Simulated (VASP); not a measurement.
# Si (Cccm) in VASP: single point with PBE

Aim: the single point of Si with PBE.

All numbers are computed with VASP 6.6.1; they aren't measurements. Logs are shortened: lines on timing, memory, paths and dates and some standing lists are left out, and cuts for length are marked.

## Step 1: The cell of the first run

Symmetry: Cccm, No. 66, orthorhombic system. The conventional cell has a = 5.470 Å, b = 23.205 Å, c = 3.868 Å, α = 90.00°, β = 90.00°, γ = 90.00°. Within 3.1 Å of Si (site symmetry m) lie 4 Si at 2.37 Å. Si (site symmetry m) has 4 Si at 2.37 Å within 3.1 Å. Si (site symmetry m) has 6 Si at 2.37 to 2.73 Å within 3.1 Å.

## Step 2: Single point, PBE

INCAR

```
SYSTEM = Si
PREC = Accurate
ENCUT = 520
EDIFF = 1E-6
ISMEAR = 0
SIGMA = 0.05
LREAL = .FALSE.
LASPH = .TRUE.
NELM = 80
ALGO = Normal
ISIF = 2
LWAVE = .FALSE.
LCHARG = .FALSE.
GGA = PE
ISYM = 0
NBANDS = 36
```

KPOINTS

```
regular mesh
0
G
  5 7 3
  0 0 0
```

POSCAR

```
Si
1.0
    5.4695214896      0.0000000000      0.0000000000
    0.0000000000      2.7347607448     -2.7347607448
    2.7347607448      8.2042822345      8.2042822345
Si
12
Direct
    0.3750083333      0.0000000000      0.2499833333
   -0.2083250000      0.5000000000      0.4166500000
    0.2083416667      0.0000000000      0.5833166667
   -0.3749916667      0.5000000000      0.7499833333
    0.0416750000      0.0000000000      0.9166500000
   -0.0416583333      0.5000000000      0.0833166667
    0.5416750000      0.0000000000      0.4166500000
   -0.0416583333      0.5000000000      0.5833166667
    0.3750083333      0.0000000000      0.7499833333
   -0.2083250000      0.5000000000      0.9166500000
    0.7083416667      0.0000000000      0.0833166667
    0.1250083333      0.5000000000      0.2499833333
```

Potentials or basis: VASP PAW PBE potentials, release 64 (Si).

Launch:

```bash
$ cat potpaw_PBE.64/Si/POTCAR > POTCAR
$ mpirun -np 1 vasp_std > vasp.out
```

OUTCAR:

```text
SYSTEM = Si
   PREC = Accurate
   ENCUT = 520
   EDIFF = 1E-6
   ISMEAR = 0
   LREAL = .FALSE.
   LASPH = .TRUE.
   NELM = 80
   ISIF = 2
   GGA = PE
   ISYM = 0

 ion  position               nearest neighbor table
   1  0.375  0.000  0.250-  11 2.37  12 2.37  12 2.37   7 2.37
   2  0.792  0.500  0.417-   7 2.37   7 2.37  12 2.37   8 2.37
   3  0.208  0.000  0.583-   9 2.37   8 2.37   8 2.37   7 2.37
   4  0.625  0.500  0.750-   8 2.37   9 2.37   9 2.37  10 2.37
   5  0.042  0.000  0.917-  10 2.37  10 2.37   9 2.37  11 2.37   6 2.73   6 2.73
   6  0.958  0.500  0.083-  12 2.37  11 2.37  11 2.37  10 2.37   5 2.73   5 2.73
   7  0.542  0.000  0.417-   2 2.37   2 2.37   3 2.37   1 2.37
   8  0.958  0.500  0.583-   4 2.37   3 2.37   3 2.37   2 2.37
   9  0.375  0.000  0.750-   3 2.37   4 2.37   4 2.37   5 2.37
  10  0.792  0.500  0.917-   5 2.37   5 2.37   4 2.37   6 2.37  11 2.73  11 2.73
  11  0.708  0.000  0.083-   1 2.37   6 2.37   6 2.37   5 2.37  10 2.73  10 2.73
  12  0.125  0.500  0.250-   6 2.37   1 2.37   1 2.37   2 2.37

IMPORTANT INFORMATION: All symmetrisations will be switched off!
NOSYMM: (Re-)initialisation of all symmetry stuff for point group C_1.

----------------------------------------------------------------------------------------

                                     Primitive cell

  volume of cell :     245.4366

  direct lattice vectors                    reciprocal lattice vectors
     5.469521490  0.000000000  0.000000000     0.182831350 -0.030471892 -0.030471892
     0.000000000  2.734760745 -2.734760745     0.000000000  0.182831350 -0.182831350
     2.734760745  8.204282235  8.204282235     0.000000000  0.060943783  0.060943783

  length of vectors
     5.469521490  3.867535735 11.920545721     0.187841356  0.258562575  0.086187525

  position of ions in fractional coordinates (direct lattice)
     0.375008333  0.000000000  0.249983333
     0.791675000  0.500000000  0.416650000
     0.208341667  0.000000000  0.583316667
     0.625008333  0.500000000  0.749983333
     0.041675000  0.000000000  0.916650000
     0.958341667  0.500000000  0.083316667
     0.541675000  0.000000000  0.416650000
     0.958341667  0.500000000  0.583316667
     0.375008333  0.000000000  0.749983333
     0.791675000  0.500000000  0.916650000
     0.708341667  0.000000000  0.083316667
     0.125008333  0.500000000  0.249983333

  ion indices of the primitive-cell ions
   primitive index   ion index
                 1           1
                 2           2
                 3           3
                 4           4
                 5           5
                 6           6
                 7           7
                 8           8
                 9           9
                10          10
                11          11
                12          12

----------------------------------------------------------------------------------------

 KPOINTS: regular mesh

Automatic generation of k-mesh.
 Grid dimensions read from file:
 generate k-points for:    5    7    3

 Generating k-lattice:

  Cartesian coordinates                     Fractional coordinates (reciprocal lattice)
     0.036566270 -0.006094378 -0.006094378     0.200000000  0.000000000  0.000000000
     0.000000000  0.026118764 -0.026118764     0.000000000  0.142857143  0.000000000
     0.000000000  0.020314594  0.020314594     0.000000000  0.000000000  0.333333333

  Length of vectors
     0.037568271  0.036937511  0.028729175

  Shift w.r.t. Gamma in fractional coordinates (k-lattice)
     0.000000000  0.000000000  0.000000000

 -----------------------------------------------------------------------------
|                                                                             |
|           W    W    AA    RRRRR   N    N  II  N    N   GGGG   !!!           |
|           W    W   A  A   R    R  NN   N  II  NN   N  G    G  !!!           |
|           W    W  A    A  R    R  N N  N  II  N N  N  G       !!!           |
|           W WW W  AAAAAA  RRRRR   N  N N  II  N  N N  G  GGG   !            |
|           WW  WW  A    A  R   R   N   NN  II  N   NN  G    G                |
|           W    W  A    A  R    R  N    N  II  N    N   GGGG   !!!           |
|                                                                             |
|     Your reciprocal lattice and k-lattice belong to different lattice       |
|     classes:                                                                |
|                                                                             |
|        The reciprocal lattice is base centered orthorhombic,                |
|        whereas your k-lattice is simple monoclinic.                         |
|                                                                             |
|     Results are often still useful ...                                      |
|                                                                             |
 -----------------------------------------------------------------------------

 WARNING: IBZKPT: internal override: KBLOWUP is changed to .FALSE.
      ... skipping the blow-up phase ...

 Subroutine IBZKPT returns following result:
 ===========================================

 Found     53 irreducible k-points:

 Following reciprocal coordinates:
            Coordinates               Weight
  0.000000  0.000000  0.000000      1.000000
  0.200000  0.000000  0.000000      2.000000
  0.400000  0.000000  0.000000      2.000000
  0.000000  0.142857  0.000000      2.000000
  0.200000  0.142857 -0.000000      2.000000
  0.400000  0.142857  0.000000      2.000000
[... 16 lines left out ...]
 -0.200000  0.000000  0.333333      2.000000
  0.000000  0.142857  0.333333      2.000000
 [... further k-points ...]
   k-points           NKPTS =     53   k-points in BZ     NKDIM =     53   number of bands    NBANDS=     36
   number of dos      NEDOS =    301   number of ions     NIONS =     12
   total plane-waves  NPLWV = 113400
   dimension x,y,z NGX =    42 NGY =   30 NGZ =   90
   dimension x,y,z NGXF=    84 NGYF=   60 NGZF=  180
   ions per type =              12
   NGX,Y,Z   is equivalent  to a cutoff of  12.77, 12.90, 12.55 a.u.
   NGXF,Y,Z  is equivalent  to a cutoff of  25.53, 25.79, 25.10 a.u.
 SYSTEM =  Si
   PREC   = accura    normal or accurate (medium, high low for compatibility)
   ISTART =      0    job   : 0-new  1-cont  2-samecut
   ICHARG =      2    charge: 1-file 2-atom 10-const
   ISPIN  =      1    spin polarized calculation?
   LNONCOLLINEAR =      F non collinear calculations
   LSORBIT =      F    spin-orbit coupling
   LASPH  =      T    aspherical Exc in radial PAW
   ENCUT  =  520.0 eV  38.22 Ry    6.18 a.u.  10.17  7.19 22.16*2*pi/ulx,y,z
   NELM   =     80;   NELMIN=  2; NELMDL= -5     # of ELM steps
   EDIFF  = 0.1E-05   stopping-criterion for ELM
   LREAL  =      F    real-space projection
   EDIFFG = 0.1E-04   stopping-criterion for IOM
   NSW    =      0    number of steps for IOM
   IBRION =     -1    ionic relax: 0-MD 1-quasi-New 2-CG
   NFREE  =      0    steps in history (QN), initial steepest desc. (CG)
   ISIF   =      2    stress and relaxation
   ISYM   =      0    0-nonsym 1-usesym 2-fastsym
   POTIM  = 0.5000    time-step for ionic-motion
   TEBEG  =    0.0;   TEEND  =   0.0 temperature during run
   PSTRESS=    0.0 pullay stress
   NELECT =      48.0000    total number of electrons
   NUPDOWN=      -1.0000    fix difference up-down
   EMIN   =  10.00;   EMAX   =-10.00  energy-range for DOS
   EFERMI =   0.00;   METHOD = LEGACY
   ISMEAR =     0;   SIGMA  =   0.05  broadening in eV -4-tet -1-fermi 0-gaus
   EFERMI_NEDOS =   21; number of points for ismear=-14 and -15
   IALGO  =     38    algorithm
   IMIX   =      4    mixing-type and parameters
     AMIX     =   0.40;   BMIX     =  1.00
     AMIX_MAG =   1.60;   BMIX_MAG =  1.00
  volume/ion in A,a.u.               =      20.45       138.02
  Fermi-wavevector in a.u.,A,eV,Ry     =   0.950259  1.795730 12.285964  0.902993
  Thomas-Fermi vector in A             =   2.078619
   LORBIT       =      0    0 simple, 1 ext, 2 COOP (PROOUT), +10 PAW based schemes
   GGA     = PE    functional components
   LHFCALC =     F    Hartree Fock is set to
   AEXX    =    0.0000 exact exchange contribution
   IVDW    =     0    specifies the selected vdW correction
   LEPSILON=     F    determine dielectric tensor
   LRPA    =     F    only Hartree local field effects (RPA)
 non-spin polarized calculation
 Gauss-broadening in eV      SIGMA  =   0.05
  energy-cutoff  :      520.00
  volume of cell :      245.44
 maximum number of plane-waves:      6630
 NGX is ok and might be reduce to    42
   NGX = 21   NGY = 15   NGZ = 45

 number of electron      47.9999995 magnetization

 Free energy of the ion-electron system (eV)
  ---------------------------------------------------
  ext. energy  EPLUGINS =         0.00000000
  ---------------------------------------------------
  free energy    TOTEN  =       -61.03781010 eV

  energy without entropy =      -61.02781834  energy(sigma->0) =      -61.03281422

 E-fermi :   5.7585     XC(G=0):  -9.3244

 val. band max:        5.7540142260   @ k =   0.0000   0.1429   0.0000
 cond. band min:       5.7970193695   @ k =   0.2000   0.4286   0.3333
 fundamental gap:      0.0430051435
 Fermi energy:         5.7584729183

 k-point     1 :       0.0000    0.0000    0.0000
  band No.  band energies     occupation
      1      -6.9576      2.00000
      2      -5.8466      2.00000
      3      -5.3229      2.00000
      4      -3.5479      2.00000
      5      -2.9049      2.00000
      6      -1.9986      2.00000
[... 28 lines left out ...]
     35       9.3374      0.00000
     36       9.7312      0.00000
[... 866 lines left out ...]
      6      -2.1602      2.00000
[... 28 lines left out ...]
     35       9.3990      0.00000
     36       9.6485      0.00000

 [... further k-points ...]

------------------------ aborting loop because EDIFF is reached ----------------------------------------

  FORCE on cell =-STRESS in cart. coord.  units (eV):
  Direction    XX          YY          ZZ          XY          YZ          ZX
  --------------------------------------------------------------------------------------
  -------------------------------------------------------------------------------------
  Total        4.7176944      1.9655809      1.9655813     -0.0605020     -1.7072678     -0.0604953
  in kB       30.7964835     12.8310518     12.8310540     -0.3949488    -11.1448177     -0.3949053
  external PRESSURE =      18.8195298 kB  Pullay stress =       0.0000000 kB

 VOLUME and BASIS-vectors are now :
 -----------------------------------------------------------------------------
  energy-cutoff  :      520.00
  volume of cell :      245.44
      direct lattice vectors                 reciprocal lattice vectors
     5.469521490  0.000000000  0.000000000     0.182831350 -0.030471892 -0.030471892
     0.000000000  2.734760745 -2.734760745     0.000000000  0.182831350 -0.182831350
     2.734760745  8.204282235  8.204282235     0.000000000  0.060943783  0.060943783

 POSITION                                       TOTAL-FORCE (eV/Angst)
 -----------------------------------------------------------------------------------
      2.73476      2.05093      2.05093        -0.257304     -0.012377     -0.012377
      5.46952      4.78569      2.05093        -0.086989     -0.022181     -0.022181
      2.73476      4.78569      4.78569        -0.079059      0.022387      0.022386
      5.46952      7.52046      4.78569        -0.273276      0.007954      0.007954
      2.73476      7.52046      7.52046         0.858721     -0.416578     -0.416577
      5.46952      2.05093     -0.68383         0.842275      0.398647      0.398648
      4.10214      3.41831      3.41831         0.079059     -0.022386     -0.022386
      6.83690      6.15307      3.41831         0.086988      0.022181      0.022181
      4.10214      6.15307      6.15307         0.257304      0.012377      0.012377
      6.83690      8.88784      6.15307        -0.842274     -0.398647     -0.398648
      4.10214      0.68355      0.68355        -0.858722      0.416578      0.416577
      1.36738      3.41831      0.68355         0.273276     -0.007954     -0.007954
 -----------------------------------------------------------------------------------
    total drift:                                0.000001     -0.000004     -0.000003

  FREE ENERGIE OF THE ION-ELECTRON SYSTEM (eV)
  ---------------------------------------------------
  free  energy   TOTEN  =       -61.0378100996 eV

  energy  without entropy=      -61.0278183390  energy(sigma->0) =      -61.03281422
```

Run time: 4.3 min. Hardware: 1 thread of Intel Xeon 6975P-C (Granite Rapids), shared host; peak memory 0.49 GiB.

What came out:

| Property | Result |
| --- | --- |
| Free energy | -61.0378 eV |
| Pressure | 1.9 GPa |
| Largest force | 1.041 eV/Å |
| Band gap on the k mesh | zero (bands 24 and 25 overlap by 0.52 eV) |

Forces on the atoms (eV/Å):
```
Si  -0.257 -0.012 -0.012
Si  -0.087 -0.022 -0.022
Si  -0.079  0.022  0.022
Si  -0.273  0.008  0.008
Si   0.859 -0.417 -0.417
Si   0.842  0.399  0.399
Si   0.079 -0.022 -0.022
Si   0.087  0.022  0.022
Si   0.257  0.012  0.012
Si  -0.842 -0.399 -0.399
Si  -0.859  0.417  0.417
Si   0.273 -0.008 -0.008
```

Caveat: semilocal functionals underestimate gaps, so a narrow gap can read as zero; forces of over 1 eV/Å act on the atoms, so gaps and moduli don't describe the material at rest.
